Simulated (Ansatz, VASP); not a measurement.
# One calculation of HgB2H8, two programs

INCAR

```
SYSTEM = HgB2H8
PREC = Accurate
ENCUT = 520
EDIFF = 1E-7
ISMEAR = 0
SIGMA = 0.01
LREAL = .False.
LASPH = .True.
NELM = 60
ALGO = Normal
ISIF = 2
LWAVE = .False.
LCHARG = .False.
GGA = PE
NBANDS = 24
```

KPOINTS

```
Automatic mesh
0
Gamma
  1 1 1
  0 0 0
```

Contents of POSCAR:

```
HgB2H8
1.0
   11.2100000000      0.0000000000      0.0000000000
    0.0000000000     10.9500000000      0.0000000000
    0.0000000000      0.0000000000     15.4500000000
Hg B H
1 2 8
Direct
    0.4999331000      0.4997762600      0.4998938500
    0.5006654800      0.5236748900      0.6500757300
    0.4992007100      0.4758776300      0.3497113300
    0.5098242600      0.4477908700      0.7085249200
    0.5893354100      0.5885936100      0.6441119700
    0.4014273000      0.5703324200      0.6468932000
    0.5088001800      0.4195497700      0.6039281600
    0.4900428200      0.5517616400      0.2912621400
    0.5984397900      0.4292200900      0.3528938500
    0.4105316700      0.4109589000      0.3556750800
    0.4910660100      0.5800018300      0.3958589000
```

Input for Ansatz:

```yaml
crystal:
  lattice:
    - [11.21, 0.0, 0.0]
    - [0.0, 10.95, 0.0]
    - [0.0, 0.0, 15.45]
  atoms:
    - { symbol: Hg, position: [0.4999331, 0.49977626, 0.49989385] }
    - { symbol: B, position: [0.50066548, 0.52367489, 0.65007573] }
    - { symbol: H, position: [0.50982426, 0.44779087, 0.70852492] }
    - { symbol: H, position: [0.58933541, 0.58859361, 0.64411197] }
    - { symbol: H, position: [0.4014273, 0.57033242, 0.6468932] }
    - { symbol: H, position: [0.50880018, 0.41954977, 0.60392816] }
    - { symbol: B, position: [0.49920071, 0.47587763, 0.34971133] }
    - { symbol: H, position: [0.49004282, 0.55176164, 0.29126214] }
    - { symbol: H, position: [0.59843979, 0.42922009, 0.35289385] }
    - { symbol: H, position: [0.41053167, 0.4109589, 0.35567508] }
    - { symbol: H, position: [0.49106601, 0.58000183, 0.3958589] }
basis:
  ecutwfc: 420
  ecutrho_ratio: 4
kpoints:
  mp_grid: { grid: [1, 1, 1] }
hamiltonian:
  xc: pbe
scf:
  occupations: { method: gaussian, width: 0.01 }
output:
  forces: true
  eigenvalues: true
  populations: true
```

Alike in both runs: task single point; functional PBE; k mesh 1 × 1 × 1; occupations gaussian, width 0.01 eV; no spin polarisation.

|  | VASP | Ansatz |
| --- | --- | --- |
| version | VASP 6.6.1 | Ansatz 0.2.0 |
| potentials or method | VASP PAW PBE potentials, release 64 (Hg, B, H), cutoff 520 eV | scalar-relativistic, plane waves, PAW |
| valence electrons in the cell | 26 | 34 |

Ansatz gave:

* gap on the k mesh at the Fermi level (eV): 5.34
* rms of the force components (eV/Å): 0.133

Task: What did VASP give for the same quantities?

Result: gap on the k mesh at the Fermi level (eV): 5.33; rms of the force components (eV/Å): 0.129.

VASP's potentials hold 26 valence electrons a cell and Ansatz's 34, so a difference there can come from the potentials and not from the codes. Ansatz's warnings: structure snapped to symmetry.

Spin-orbit coupling is off throughout.
